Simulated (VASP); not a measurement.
# FeRu (P-6m2) in VASP: notebook, part 2 of 2

VASP 6.6.1. Earlier steps stand in the parts before.

## 4. Single point, LDA (10.09 Å³/atom)

This run uses another cell than the first one, of 10.09 Å³/atom.

INCAR

```
ALGO = Normal
EDIFF = 1E-7
ENCUT = 520
GGA = CA
ISIF = 2
ISMEAR = -1
LASPH = True
LCHARG = False
LREAL = False
LWAVE = False
NBANDS = 18
NELM = 80
PREC = Accurate
SIGMA = 0.05
```

KPOINTS

```
k-points
0
Gamma
  12 12 7
```

POSCAR

```
FeRu
1.0
    2.4736361305      0.0000000000      0.0000000000
   -1.2368180653      2.1422317288      0.0000000000
    0.0000000000      0.0000000000      3.8096924304
Fe Ru
1 1
Direct
    0.0000000000      0.0000000000      0.5000000000
    0.6666666667      0.3333333333      0.0000000000
```

Potentials or basis: VASP PAW LDA potentials, release 64 (Fe, Ru_pv).

Started as:

```sh
$ cat potpaw_LDA.64/Fe/POTCAR potpaw_LDA.64/Ru_pv/POTCAR > POTCAR
$ mpirun -np 1 vasp_std > vasp.out
```

OUTCAR:

```text
EDIFF = 1E-7
   ENCUT = 520
   GGA = CA
   ISIF = 2
   ISMEAR = -1
   LASPH = True
   LREAL = False
   NELM = 80
   PREC = Accurate

 ion  position               nearest neighbor table
   1  0.000  0.000  0.500-   2 2.38   2 2.38   2 2.38   2 2.38   2 2.38   2 2.38
   2  0.667  0.333  0.000-   1 2.38   1 2.38   1 2.38   1 2.38   1 2.38   1 2.38

  LATTYP: Found a hexagonal cell.
 ALAT       =     2.4736361305
 C/A-ratio  =     1.5401183640

  Lattice vectors:

[... 189 lines left out ...]
      4       3.5898      2.00000
      5       5.6735      2.00000
      6       9.6942      2.00000
[... 481 lines left out ...]
      5       6.7361      2.00000
      6       7.7701      2.00000
[... 10 lines left out ...]
     17      25.0909      0.00000
     18      27.1441      0.00000

 [... further k-points ...]
[... 5 lines left out ...]
  --------------------------------------------------------------------------------------
  -------------------------------------------------------------------------------------
  Total        7.7546406      7.7546406      8.1900733     -0.0000000     -0.0000000      0.0000000
  in kB      615.4320077    615.4320077    649.9892784     -0.0000000     -0.0000000      0.0000000
  external PRESSURE =     626.9510979 kB  Pullay stress =       0.0000000 kB

 VOLUME and BASIS-vectors are now :
 -----------------------------------------------------------------------------
  energy-cutoff  :      520.00
  volume of cell :       20.19
      direct lattice vectors                 reciprocal lattice vectors
     2.473636131  0.000000000  0.000000000     0.404263177  0.233401454  0.000000000
    -1.236818065  2.142231729  0.000000000     0.000000000  0.466802908  0.000000000
     0.000000000  0.000000000  3.809692430     0.000000000  0.000000000  0.262488381

 POSITION                                       TOTAL-FORCE (eV/Angst)
 -----------------------------------------------------------------------------------
      0.00000      0.00000      1.90485        -0.000000      0.000000      0.000000
      1.23682      0.71408      0.00000         0.000000     -0.000000      0.000000
 -----------------------------------------------------------------------------------
    total drift:                               -0.000000      0.000000      0.000000

  FREE ENERGIE OF THE ION-ELECTRON SYSTEM (eV)
  ---------------------------------------------------
  free  energy   TOTEN  =       -19.4368722180 eV

  energy  without entropy=      -19.4220044303  energy(sigma->0) =      -19.42943832
```

stdout:

```text
POSCAR found type information on POSCAR FeRu
 POSCAR found :  2 types and       2 ions
 scaLAPACK will be used
 LDA part: xc-table for (Slater(with rela. corr.)+CA(PZ))
 , standard interpolation
 POSCAR, INCAR and KPOINTS ok, starting setup
 FFT: planning ... GRIDC
 FFT: planning ... GRID_SOFT
 FFT: planning ... GRID
 WAVECAR not read
 entering main loop
```

It took 42 s on 1 thread of Intel Xeon 8259CL, shared host; peak memory 0.14 GiB.

Results:

| Property | Result |
| --- | --- |
| Free energy | -19.4369 eV |
| Pressure | 62.7 GPa |
| Band gap on the k mesh | zero (bands 11 and 12 overlap by 2.55 eV) |

Levels at points of the mesh, in eV from the Fermi level:
| k point | band 7 | band 8 | band 9 | band 10 | band 11 | band 12 | band 13 | band 14 | band 15 | band 16 |
| --- | --- | --- | --- | --- | --- | --- | --- | --- | --- | --- |
| (0.00, 0.00, 0.00) | -3.21 | -2.04 | -1.55 | -1.55 | -1.50 | -1.50 | 1.37 | 1.37 | 1.61 | 9.77 |
| (0.50, 0.00, 0.00) | -3.25 | -2.33 | -1.83 | -1.26 | 0.74 | 2.02 | 2.82 | 3.84 | 7.28 | 9.77 |

Caveat: the cell stands under pressure; an empty level that is flat over the whole mesh can mark a ghost state of the potentials, or a narrow d or f band; the run has no spin polarisation, though such a crystal can be magnetic.

## 5. Single point, LDA (10.83 Å³/atom)

This run uses another cell than the first one, of 10.83 Å³/atom.

INCAR

```
PREC = Accurate ; ENCUT = 520
EDIFF = 1E-6 ; ISMEAR = -1
SIGMA = 0.05 ; LREAL = False
LASPH = True ; NELM = 60
ALGO = Normal ; ISIF = 2
LWAVE = False ; LCHARG = True
GGA = CA ; LELF = True
LVHAR = True ; NBANDS = 18
```

KPOINTS

```
regular mesh
0
Gamma
  12 12 7
```

POSCAR

```
FeRu
1.0
    2.5325542409      0.0000000000      0.0000000000
   -1.2662771204      2.1932563091      0.0000000000
    0.0000000000      0.0000000000      3.9004332941
Fe Ru
1 1
Direct
    0.0000000000      0.0000000000      0.5000000000
    0.6666666667      0.3333333333      0.0000000000
```

Started as:

```sh
$ cat potpaw_LDA.64/Fe/POTCAR potpaw_LDA.64/Ru_pv/POTCAR > POTCAR
$ mpirun -np 1 vasp_std > vasp.out
```

Wall time 49 s (1 thread of Intel Xeon 8259CL, shared host); peak memory 0.15 GiB.

Results (log left out):

| Item | Value |
| --- | --- |
| Free energy | -19.8296 eV |
| Pressure | 24.8 GPa |
| Band gap on the k mesh | zero (bands 11 and 12 overlap by 2.29 eV) |

Stress tensor (GPa, compression positive):
```
24.03  0.00  0.00
 0.00 24.03  0.00
 0.00  0.00 26.19
```

Levels at points of the mesh, in eV from the Fermi level:
| k point | band 9 | band 10 | band 11 | band 12 | band 13 | band 14 |
| --- | --- | --- | --- | --- | --- | --- |
| (0.00, 0.00, 0.00) | -1.39 | -1.39 | -1.35 | -1.35 | 1.23 | 1.23 |
| (0.50, 0.00, 0.00) | -1.68 | -1.16 | 0.66 | 1.81 | 2.51 | 3.46 |

Caveat: the cell stands under pressure; the run has no spin polarisation, though such a crystal can be magnetic. Spin polarisation is off, so any magnetic state and its effect on volume and gap are missing.

## 6. Summary

```tsv
cell	gap on the mesh (eV)	pressure (GPa)
a = 2.347, b = 2.347, c = 3.614 Å, angles 90.0, 90.0, 120.0°, 2 atoms	none	197.6
a = 2.412, b = 2.412, c = 3.714 Å, angles 90.0, 90.0, 120.0°, 2 atoms	none	117.6
a = 2.474, b = 2.474, c = 3.810 Å, angles 90.0, 90.0, 120.0°, 2 atoms	none	62.7
a = 2.533, b = 2.533, c = 3.900 Å, angles 90.0, 90.0, 120.0°, 2 atoms	none	24.8
```

Alike in all rows: task single point; level LDA; potentials or basis VASP PAW LDA potentials, release 64 (Fe, Ru_pv); no spin polarisation; k mesh 12 × 12 × 7; cutoff (eV) 520; smearing fermi-dirac 0.05 eV.

Caveats: the cell stands under pressure; the run has no spin polarisation, though such a crystal can be magnetic; an empty level that is flat over the whole mesh can mark a ghost state of the potentials, or a narrow d or f band (at least some runs).

Absolute energies hang on the potentials; compare differences alone.
